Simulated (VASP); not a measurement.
# CdAg in VASP: notebook, part 2 of 2

VASP 6.6.1.

### Step 3. Single point, PBE

This run uses another cell than the first one.

The input, INCAR:

```
PREC = Accurate ; ENCUT = 520
EDIFF = 1E-7 ; ISMEAR = 0
SIGMA = 0.02 ; LREAL = F
LASPH = T ; NELM = 100
ALGO = Normal ; ISIF = 2
LWAVE = F ; LCHARG = F
LDIPOL = T ; IDIPOL = 3
DIPOL = 0.5 0.5 0.294 ; GGA = PE
NBANDS = 18
```

The input, KPOINTS:

```
Automatic mesh
0
Gamma
  8 8 1
```

The input, POSCAR:

```
CdAg
1.0
    3.8267491705      0.0000000000      0.0000000000
    0.0000000000      3.8267491705      0.0000000000
    0.0000000000      0.0000000000     23.8000000000
Cd Ag
1 1
Direct
    0.0000000000      0.0000000000      0.2941176471
    0.5000000000      0.5000000000      0.2941176471
```

Potentials or basis: VASP PAW PBE potentials, release 64 (Cd, Ag).

The run is started by

```console
> cat potpaw_PBE.64/Cd/POTCAR potpaw_PBE.64/Ag/POTCAR > POTCAR
> mpirun -np 1 vasp_std > vasp.out
```

OUTCAR:

```text
PREC = Accurate
   ENCUT = 520
   EDIFF = 1E-7
   ISMEAR = 0
   LREAL = F
   LASPH = T
   NELM = 100
   ISIF = 2
   GGA = PE

 ion  position               nearest neighbor table
   1  0.000  0.000  0.294-   2 2.71   2 2.71   2 2.71   2 2.71
   2  0.500  0.500  0.294-   1 2.71   1 2.71   1 2.71   1 2.71

  LATTYP: Found a simple tetragonal cell.
 ALAT       =     3.8267491705
 C/A-ratio  =     6.2193781039

  Lattice vectors:

 A1 = (   3.8267491705,   0.0000000000,   0.0000000000)
 A2 = (   0.0000000000,   3.8267491705,   0.0000000000)
 A3 = (   0.0000000000,   0.0000000000,  23.8000000000)

Analysis of symmetry for initial positions (statically):
=====================================================================
 Subroutine PRICEL returns:
 Original cell was already a primitive cell.

 Routine SETGRP: Setting up the symmetry group for a
 simple tetragonal supercell.

 Subroutine GETGRP returns: Found 16 space group operations
 (whereof  8 operations were pure point group operations)
 out of a pool of 16 trial point group operations.

The static configuration has the point symmetry C_4v.
[... 159 lines left out ...]
 val. band max:       -2.7186728547   @ k =   0.3750   0.2500   0.0000
 cond. band min:      -2.5234245504   @ k =   0.1250   0.0000   0.0000
 fundamental gap:      0.1952483043
 Fermi energy:        -2.7186606527

 k-point     1 :       0.0000    0.0000    0.0000
  band No.  band energies     occupation
      1     -11.7556      2.00000
      2     -11.6626      2.00000
      3     -11.6221      2.00000
      4     -11.2720      2.00000
      5     -11.2720      2.00000
      6      -8.6760      2.00000
[... 292 lines left out ...]
      5     -11.0660      2.00000
      6      -8.1307      2.00000
[... 10 lines left out ...]
     17       4.3240      0.00000
     18       4.3240      0.00000

------------------------ aborting loop because EDIFF is reached ----------------------------------------

 vacuum level on the upper side and lower side of the slab       (xc-potential included)        -0.015        -0.015

  FORCE on cell =-STRESS in cart. coord.  units (eV):
  Direction    XX          YY          ZZ          XY          YZ          ZX
  --------------------------------------------------------------------------------------
  -------------------------------------------------------------------------------------
  Total        1.1768054      1.1768054     -0.0092685      0.0000000      0.0000000     -0.0000000
  in kB        5.4097638      5.4097638     -0.0426074      0.0000000      0.0000000     -0.0000000
  external PRESSURE =       3.5923067 kB  Pullay stress =       0.0000000 kB

 VOLUME and BASIS-vectors are now :
 -----------------------------------------------------------------------------
  energy-cutoff  :      520.00
  volume of cell :      348.53
      direct lattice vectors                 reciprocal lattice vectors
     3.826749170  0.000000000  0.000000000     0.261318408  0.000000000  0.000000000
     0.000000000  3.826749170  0.000000000     0.000000000  0.261318408  0.000000000
     0.000000000  0.000000000 23.800000000     0.000000000  0.000000000  0.042016807

 POSITION                                       TOTAL-FORCE (eV/Angst)
 -----------------------------------------------------------------------------------
      0.00000      0.00000      7.00000        -0.000000      0.000000      0.000000
      1.91337      1.91337      7.00000         0.000000      0.000000     -0.000000
 -----------------------------------------------------------------------------------
    total drift:                                0.000000      0.000000     -0.000030

  FREE ENERGIE OF THE ION-ELECTRON SYSTEM (eV)
  ---------------------------------------------------
  free  energy   TOTEN  =        -2.5662609465 eV

  energy  without entropy=       -2.5648463895  energy(sigma->0) =       -2.56555367

 vacuum level on the upper side and lower side of the slab         0.990         0.990
```

OSZICAR:

```text
N       E                     dE             d eps       ncg     rms          rms(c)
DAV:   1     0.164810292805E+03    0.16481E+03   -0.73942E+03   540   0.878E+02
DAV:   2     0.597397476055E+01   -0.15884E+03   -0.15094E+03   678   0.205E+02
DAV:   3    -0.268553901783E+01   -0.86595E+01   -0.86380E+01   582   0.637E+01
[... 14 lines left out ...]
DAV:  18    -0.256625820275E+01   -0.15900E-04   -0.12721E-06   480   0.153E-03    0.370E-04
DAV:  19    -0.256625962646E+01   -0.14237E-05   -0.52380E-08   458   0.347E-04    0.661E-05
DAV:  20    -0.256626079653E+01   -0.11701E-05   -0.74385E-08   446   0.253E-04    0.433E-05
DAV:  21    -0.256626090967E+01   -0.11314E-06   -0.35504E-09   430   0.796E-05    0.110E-05
DAV:  22    -0.256626094653E+01   -0.36864E-07   -0.54193E-10   424   0.368E-05
   1 F= -.25662609E+01 E0= -.25655537E+01  d E =-.141456E-02
```

Wall time 56 s (1 thread of Intel Xeon 6975P-C (Granite Rapids), shared host); peak memory 0.4 GiB.

What came out:

```yaml
Free_energy: -2.5663 eV
Band_gap_on_the_k_mesh: zero (an odd number of electrons rules out a gap without spin polarisation)
```

### Step 4. Single point, PBE

This run uses another cell than the first one.

The input, INCAR:

```
SYSTEM = CdAg
PREC = Accurate
ENCUT = 520
EDIFF = 1E-7
ISMEAR = 0
SIGMA = 0.1
LREAL = .False.
LASPH = .True.
NELM = 60
ALGO = Normal
ISIF = 2
LWAVE = .False.
LCHARG = .False.
LDIPOL = .True.
IDIPOL = 3
DIPOL = 0.5 0.5 0.500
GGA = PE
NBANDS = 18
```

The input, KPOINTS:

```
regular mesh
0
Gamma
  4 4 1
  0 0 0
```

The input, POSCAR:

```
CdAg
1.0
    4.1616050000      0.0000000000      0.0000000000
    0.0000000000      4.1616050000      0.0000000000
    0.0000000000      0.0000000000     14.0000000000
Cd Ag
1 1
Direct
    0.0000000000      0.0000000000      0.5000000000
    0.5000000000      0.5000000000      0.5000000000
```

The run is started by

```console
> cat potpaw_PBE.64/Cd/POTCAR potpaw_PBE.64/Ag/POTCAR > POTCAR
> mpirun -np 1 vasp_std > vasp.out
```

It took 71 s on 1 thread of Intel Xeon 8259CL, shared host; peak memory 0.31 GiB.

The run converged. Its results:

* Free energy: -2.4218 eV
* Band gap on the k mesh: zero (an odd number of electrons rules out a gap without spin polarisation)

Levels at points of the mesh, in eV from the Fermi level:
```
           k point  band 7  band 8  band 9  band 10  band 11  band 12  band 13  band 14  band 15  band 16
(0.00, 0.00, 0.00)   -4.40   -4.23   -4.23    -4.09    -3.94     0.11     3.01     3.44     3.44     4.16
(0.50, 0.00, 0.00)   -4.62   -4.41   -4.25    -4.23    -3.22    -2.15     2.50     2.86     5.10     5.18
(0.50, 0.50, 0.00)   -4.30   -4.30   -4.17    -4.16    -0.17    -0.13    -0.13     0.61     3.52     4.40
```

Caveat: the k points lie up to 0.38 Å⁻¹ apart, too coarse for converged energies and pressures of a metal.

### Step 5. The runs side by side

```csv
cell,k mesh,smearing,gap on the mesh (eV)
"a = 3.920, b = 3.920, c = 23.800 Å, 2 atoms",8 × 8 × 1,gaussian 0.02 eV,none
"a = 3.827, b = 3.827, c = 23.800 Å, 2 atoms",8 × 8 × 1,gaussian 0.02 eV,none
"a = 4.162, b = 4.162, c = 14.000 Å, 2 atoms",4 × 4 × 1,gaussian 0.1 eV,none
```

Alike in all rows: task single point; level PBE; potentials or basis VASP PAW PBE potentials, release 64 (Cd, Ag); no spin polarisation; cutoff (eV) 520.

Caveats: some runs use coarse meshes.

Absolute energies hang on the potentials; compare differences alone.
